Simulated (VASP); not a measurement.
# HfC (Cm) in VASP: single point with PBEsol

Aim: the single point of HfC with PBEsol.

Program: VASP 6.6.1. These are calculated values, not measurements. Logs are shortened: lines on timing, memory, paths and dates and some standing lists are left out, and cuts for length are marked.

**1. The cell of the first run**

It takes space group Cm (No. 8, monoclinic). Conventional cell: a = 5.695 Å, b = 3.288 Å, c = 3.288 Å, α = 90.00°, β = 125.26°, γ = 90.00°. Hf (site symmetry m) has 6 C at 2.11 to 2.56 Å within 2.8 Å. C (site symmetry m) has 6 Hf at 2.11 to 2.56 Å within 2.8 Å.

**2. Single point, PBEsol (atom 2 (C) moved by (-0.225, -0.225) A along [1 1 0] and z)**

INCAR

```
SYSTEM = HfC
  PREC = Accurate
  ENCUT = 520
  EDIFF = 1E-7
  ISMEAR = 0
  SIGMA = 0.15
  LREAL = .False.
  LASPH = .True.
  NELM = 100
  ALGO = Normal
  ISIF = 2
  LWAVE = .False.
  LCHARG = .False.
  GGA = PS
  NBANDS = 14
```

KPOINTS

```
Automatic mesh
0
Gamma
  18 18 18
  0 0 0
```

POSCAR

```
HfC
1.0
    0.0000000000      2.3250000000      2.3250000000
    2.3250000000      0.0000000000      2.3250000000
    2.3250000000      2.3250000000      0.0000000000
Hf C
1 1
Direct
    0.5000000000      0.5000000000      0.5000000000
   -0.0483870968     -0.0483870968     -0.0200425917
```

Potentials or basis: VASP PAW PBE potentials, release 64 (Hf_pv, C).

Launch:

```
cat potpaw_PBE.64/Hf_pv/POTCAR potpaw_PBE.64/C/POTCAR > POTCAR
mpirun -np 1 vasp_std > vasp.out
```

OUTCAR:

```text
SYSTEM = HfC
   PREC = Accurate
   ENCUT = 520
   EDIFF = 1E-7
   ISMEAR = 0
   LREAL = .False.
   LASPH = .True.
   NELM = 100
   ISIF = 2
   GGA = PS

 ion  position               nearest neighbor table
   1  0.500  0.500  0.500-   2 2.11   2 2.18   2 2.18   2 2.50   2 2.50   2 2.56
   2  0.952  0.952  0.980-   1 2.11   1 2.18   1 2.18   1 2.50   1 2.50   1 2.56

  LATTYP: Found a face centered cubic cell.
 ALAT       =     4.6500000000

  Lattice vectors:

 A1 = (   0.0000000000,   2.3250000000,   2.3250000000)
 A2 = (   2.3250000000,   0.0000000000,   2.3250000000)
 A3 = (   2.3250000000,   2.3250000000,   0.0000000000)

Analysis of symmetry for initial positions (statically):
=====================================================================
 Subroutine PRICEL returns:
 Original cell was already a primitive cell.

 Routine SETGRP: Setting up the symmetry group for a
 face centered cubic supercell.

 Subroutine GETGRP returns: Found  2 space group operations
 (whereof  2 operations were pure point group operations)
 out of a pool of 48 trial point group operations.

The static configuration has the point symmetry C_1h.

Analysis of symmetry for dynamics (positions and initial velocities):
=====================================================================
 Subroutine PRICEL returns:
 Original cell was already a primitive cell.

 Routine SETGRP: Setting up the symmetry group for a
 face centered cubic supercell.

 Subroutine GETGRP returns: Found  2 space group operations
 (whereof  2 operations were pure point group operations)
 out of a pool of 48 trial point group operations.

The dynamic configuration has the point symmetry C_1h.

 Subroutine INISYM returns: Found  2 space group operations
 (whereof  2 operations are pure point group operations),
 and found     1 'primitive' translations

----------------------------------------------------------------------------------------

                                     Primitive cell

  volume of cell :      25.1362

  direct lattice vectors                    reciprocal lattice vectors
     0.000000000  2.325000000  2.325000000    -0.215053763  0.215053763  0.215053763
     2.325000000  0.000000000  2.325000000     0.215053763 -0.215053763  0.215053763
     2.325000000  2.325000000  0.000000000     0.215053763  0.215053763 -0.215053763

  length of vectors
     3.288046533  3.288046533  3.288046533     0.372484045  0.372484045  0.372484045

  position of ions in fractional coordinates (direct lattice)
     0.500000000  0.500000000  0.500000000
     0.951612903  0.951612903  0.979957408

  ion indices of the primitive-cell ions
   primitive index   ion index
                 1           1
                 2           2

----------------------------------------------------------------------------------------

 KPOINTS: Automatic mesh

Automatic generation of k-mesh.
 Grid dimensions read from file:
 generate k-points for:   18   18   18

 Generating k-lattice:

  Cartesian coordinates                     Fractional coordinates (reciprocal lattice)
    -0.011947431  0.011947431  0.011947431     0.055555556  0.000000000  0.000000000
     0.011947431 -0.011947431  0.011947431     0.000000000  0.055555556  0.000000000
     0.011947431  0.011947431 -0.011947431     0.000000000  0.000000000  0.055555556

  Length of vectors
     0.020693558  0.020693558  0.020693558

  Shift w.r.t. Gamma in fractional coordinates (k-lattice)
     0.000000000  0.000000000  0.000000000

 Subroutine IBZKPT returns following result:
 ===========================================

 Found   1550 irreducible k-points:

 Following reciprocal coordinates:
            Coordinates               Weight
  0.000000  0.000000  0.000000      1.000000
  0.055556  0.000000  0.000000      4.000000
  0.000000  0.000000  0.055556      2.000000
  0.055556  0.055556  0.055556      2.000000
  0.111111  0.000000  0.000000      4.000000
  0.000000  0.000000  0.111111      2.000000
[... 16 lines left out ...]
  0.444444  0.000000  0.000000      4.000000
  0.000000  0.000000  0.444444      2.000000
 [... further k-points ...]
   k-points           NKPTS =   1550   k-points in BZ     NKDIM =   1550   number of bands    NBANDS=     14
   number of dos      NEDOS =    301   number of ions     NIONS =      2
   total plane-waves  NPLWV =  13824
   dimension x,y,z NGX =    24 NGY =   24 NGZ =   24
   dimension x,y,z NGXF=    48 NGYF=   48 NGZF=   48
   ions per type =               1   1
   NGX,Y,Z   is equivalent  to a cutoff of  12.13, 12.13, 12.13 a.u.
   NGXF,Y,Z  is equivalent  to a cutoff of  24.27, 24.27, 24.27 a.u.
 SYSTEM =  HfC
   PREC   = accura    normal or accurate (medium, high low for compatibility)
   ISTART =      0    job   : 0-new  1-cont  2-samecut
   ICHARG =      2    charge: 1-file 2-atom 10-const
   ISPIN  =      1    spin polarized calculation?
   LNONCOLLINEAR =      F non collinear calculations
   LSORBIT =      F    spin-orbit coupling
   LASPH  =      T    aspherical Exc in radial PAW
   ENCUT  =  520.0 eV  38.22 Ry    6.18 a.u.   6.11  6.11  6.11*2*pi/ulx,y,z
   NELM   =    100;   NELMIN=  2; NELMDL= -5     # of ELM steps
   EDIFF  = 0.1E-06   stopping-criterion for ELM
   LREAL  =      F    real-space projection
   EDIFFG = 0.1E-05   stopping-criterion for IOM
   NSW    =      0    number of steps for IOM
   IBRION =     -1    ionic relax: 0-MD 1-quasi-New 2-CG
   NFREE  =      0    steps in history (QN), initial steepest desc. (CG)
   ISIF   =      2    stress and relaxation
   ISYM   =      2    0-nonsym 1-usesym 2-fastsym
   POTIM  = 0.5000    time-step for ionic-motion
   TEBEG  =    0.0;   TEEND  =   0.0 temperature during run
   PSTRESS=    0.0 pullay stress
   NELECT =      14.0000    total number of electrons
   NUPDOWN=      -1.0000    fix difference up-down
   EMIN   =  10.00;   EMAX   =-10.00  energy-range for DOS
   EFERMI =   0.00;   METHOD = LEGACY
   ISMEAR =     0;   SIGMA  =   0.15  broadening in eV -4-tet -1-fermi 0-gaus
   EFERMI_NEDOS =   21; number of points for ismear=-14 and -15
   IALGO  =     38    algorithm
   IMIX   =      4    mixing-type and parameters
     AMIX     =   0.40;   BMIX     =  1.00
     AMIX_MAG =   1.60;   BMIX_MAG =  1.00
  volume/ion in A,a.u.               =      12.57        84.81
  Fermi-wavevector in a.u.,A,eV,Ry     =   1.346949  2.545365 24.684672  1.814272
  Thomas-Fermi vector in A             =   2.474740
   LORBIT       =      0    0 simple, 1 ext, 2 COOP (PROOUT), +10 PAW based schemes
   GGA     = PS    functional components
   LHFCALC =     F    Hartree Fock is set to
   AEXX    =    0.0000 exact exchange contribution
   IVDW    =     0    specifies the selected vdW correction
   LEPSILON=     F    determine dielectric tensor
   LRPA    =     F    only Hartree local field effects (RPA)
 non-spin polarized calculation
 Gauss-broadening in eV      SIGMA  =   0.15
  energy-cutoff  :      520.00
  volume of cell :       25.14
 maximum number of plane-waves:       700
   NGX = 13   NGY = 13   NGZ = 13

 number of electron      14.0000000 magnetization

 Free energy of the ion-electron system (eV)
  ---------------------------------------------------
  ext. energy  EPLUGINS =         0.00000000
  ---------------------------------------------------
  free energy    TOTEN  =       -21.83423611 eV

  energy without entropy =      -21.83422854  energy(sigma->0) =      -21.83423233

 E-fermi :   5.9751     XC(G=0): -12.3818

 val. band max:        5.7371007463   @ k =   0.0000   0.0000   0.1111
 cond. band min:       6.2479849966   @ k =   0.3889   0.2778   0.0000
 fundamental gap:      0.5108842503
 Fermi energy:         5.9751103548

 k-point     1 :       0.0000    0.0000    0.0000
  band No.  band energies     occupation
      1     -23.7000      2.00000
      2     -23.6827      2.00000
      3     -23.6797      2.00000
      4      -6.4234      2.00000
      5       5.0670      2.00000
      6       5.2994      2.00000
      7       5.4662      2.00000
      8       7.4221      0.00000
      9       7.8981      0.00000
     10       9.4777      0.00000
     11      10.3747      0.00000
     12      10.7562      0.00000
     13      12.4055      0.00000
     14      16.5528      0.00000

 k-point     2 :       0.0556    0.0000    0.0000
  band No.  band energies     occupation
      1     -23.7120      2.00000
      2     -23.6935      2.00000
      3     -23.6842      2.00000
      4      -6.3442      2.00000
      5       4.7135      2.00000
      6       5.3246      2.00000
      7       5.5228      1.99998
      8       7.4098      0.00000
      9       7.8526      0.00000
     10       9.0777      0.00000
     11      10.8012      0.00000
     12      11.1544      0.00000
     13      12.6010      0.00000
     14      16.7745      0.00000

 k-point     3 :       0.0000    0.0000    0.0556
  band No.  band energies     occupation
      1     -23.7113      2.00000
      2     -23.6966      2.00000
      3     -23.6821      2.00000
      4      -6.3435      2.00000
      5       4.7248      2.00000
      6       5.2340      2.00000
      7       5.6428      1.99827
      8       7.3895      0.00000
      9       7.8003      0.00000
     10       9.1160      0.00000
     11      10.6960      0.00000
     12      11.2643      0.00000
     13      12.5891      0.00000
     14      16.7724      0.00000
[... 324 lines left out ...]
 k-point    23 :       0.4444    0.0000    0.0000
  band No.  band energies     occupation
      1     -24.3670      2.00000
      2     -23.7681      2.00000
      3     -23.7574      2.00000
      4      -2.9905      2.00000
      5      -0.0056      2.00000
      6       2.9769      2.00000
      7       3.2927      2.00000
      8       9.9922      0.00000
      9      10.6087      0.00000
     10      11.2819      0.00000
     11      12.6086      0.00000
     12      16.1217      0.00000
     13      16.6234      0.00000
     14      19.5216      0.00000

 k-point    24 :       0.0000    0.0000    0.4444
  band No.  band energies     occupation
      1     -24.3726      2.00000
      2     -23.7707      2.00000
      3     -23.7564      2.00000
      4      -2.9373      2.00000
      5      -0.0474      2.00000
      6       3.0390      2.00000
      7       3.3815      2.00000
      8       9.8835      0.00000
      9      10.6526      0.00000
     10      11.2189      0.00000
     11      12.4775      0.00000
     12      15.7687      0.00000
     13      16.6770      0.00000
     14      19.5433      0.00000

 [... further k-points ...]

------------------------ aborting loop because EDIFF is reached ----------------------------------------

  FORCE on cell =-STRESS in cart. coord.  units (eV):
  Direction    XX          YY          ZZ          XY          YZ          ZX
  --------------------------------------------------------------------------------------
  -------------------------------------------------------------------------------------
  Total       -0.1505200     -0.1505200      1.1451464     -0.3091259     -0.4313410     -0.4313409
  in kB       -9.5941402     -9.5941402     72.9915713    -19.7036717    -27.4936511    -27.4936440
  external PRESSURE =      17.9344303 kB  Pullay stress =       0.0000000 kB

 VOLUME and BASIS-vectors are now :
 -----------------------------------------------------------------------------
  energy-cutoff  :      520.00
  volume of cell :       25.14
      direct lattice vectors                 reciprocal lattice vectors
     0.000000000  2.325000000  2.325000000    -0.215053763  0.215053763  0.215053763
     2.325000000  0.000000000  2.325000000     0.215053763 -0.215053763  0.215053763
     2.325000000  2.325000000  0.000000000     0.215053763  0.215053763 -0.215053763

 POSITION                                       TOTAL-FORCE (eV/Angst)
 -----------------------------------------------------------------------------------
      2.32500      2.32500      2.32500        -0.984796     -0.984796     -1.796276
      4.49090      4.49090      4.42500         0.984796      0.984796      1.796276
 -----------------------------------------------------------------------------------
    total drift:                                0.000030      0.000030      0.000031

  FREE ENERGIE OF THE ION-ELECTRON SYSTEM (eV)
  ---------------------------------------------------
  free  energy   TOTEN  =       -21.8342361108 eV

  energy  without entropy=      -21.8342285444  energy(sigma->0) =      -21.83423233
```

It took 4.1 min on 1 thread of Intel Xeon Platinum 8375C at 2.90GHz (Ice Lake), shared host; peak memory 0.63 GiB.

Results:

```
Free energy            : -21.8342 eV
Pressure               : 1.8 GPa
Largest force          : 2.273 eV/Å
Band gap on the k mesh : 0.51 eV, indirect (least direct gap 0.86 eV)
```

Forces on the atoms (eV/Å):
```
Hf  -0.985 -0.985 -1.796
C    0.985  0.985  1.796
```

Caveat: the cell differs from its parent crystal (atom 2 (C) moved by (-0.225, -0.225) A along [1 1 0] and z); the PAW data sets were made with another functional, which shifts forces and pressure a little; spin-orbit coupling is left out, which moves the levels of the heavy elements.
